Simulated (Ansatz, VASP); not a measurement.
This is a calculation of CuO for Ansatz 0.2.0.

File input.yaml:

```yaml
crystal:
  lattice:
    - [2.34185, -1.7113, 0.0]
    - [2.34185, 1.7113, 0.0]
    - [-0.8500274268, 0.0, 5.0578693947]
  atoms:
    - { symbol: Cu, position: [0.5, 0.0, 0.5] }
    - { symbol: Cu, position: [0.0, 0.5, 0.0] }
    - { symbol: O, position: [0.4184, 0.5816, 0.75] }
    - { symbol: O, position: [0.5816, 0.4184, 0.25] }
hamiltonian:
  xc: pbe
  pseudopotentials: { kind: paw }
kpoints:
  mp_grid: { grid: [10, 10, 5] }
scf:
  occupations: { method: gaussian, width: 0.025 }
output:
  forces: true
  stress: true
  eigenvalues: true
```

Potentials or basis: Ansatz PAW.

Command:

```sh
$ ansatz run input.yaml --threads 2 --pin off --max-ram 5632MiB --backend cpu --events-out ev --progress --plain --runs-dir out
```

Problem. Set up the same calculation for VASP 6.6.1. Potentials there: VASP PAW PBE potentials, release 64 (Cu, O).

Solution. As run (the cutoff follows the program's own potentials):

INCAR

```
  PREC = Accurate
  ENCUT = 520
  EDIFF = 1E-7
  ISMEAR = 0
  SIGMA = 0.025
  LREAL = False
  LASPH = True
  NELM = 80
  ALGO = Normal
  ISIF = 2
  LWAVE = False
  LCHARG = True
  GGA = PE
  LELF = True
  LVHAR = True
  NBANDS = 25
```

The input KPOINTS:

```
Automatic mesh
0
Gamma
  10 10 5
```

Contents of POSCAR:

```
CuO
1.0
    2.3418500000     -1.7113000000      0.0000000000
    2.3418500000      1.7113000000      0.0000000000
   -0.8500274268      0.0000000000      5.0578693947
Cu O
2 2
Direct
    0.5000000000      0.0000000000      0.5000000000
    0.0000000000      0.5000000000      0.0000000000
    0.4184000000      0.5816000000      0.7500000000
    0.5816000000      0.4184000000      0.2500000000
```

Potentials or basis: VASP PAW PBE potentials, release 64 (Cu, O).

The run is started by

```sh
$ cat potpaw_PBE.64/Cu/POTCAR potpaw_PBE.64/O/POTCAR > POTCAR
$ mpirun -np 1 vasp_std > vasp.out
```

Both were run:

|  | VASP | Ansatz | Ansatz less VASP |
| --- | --- | --- | --- |
| gap on the k mesh at the Fermi level (eV) | none | none | - |
| pressure (GPa) | 6.3 | 5.7 | -0.66 |
| traceless stress, the component that is largest in VASP (GPa) | -1.34 | -1.28 | +0.063 |
| rms of the force components (eV/Å) | 0.089 | 0.107 | +0.0177 |

Atom by atom the forces differ by 0.018 eV/Å (rms over components). A gap of «none» marks a metal or a gap that the smearing closes. VASP's potentials hold 34 valence electrons a cell and Ansatz's 50, so a difference there can come from the potentials and not from the codes.
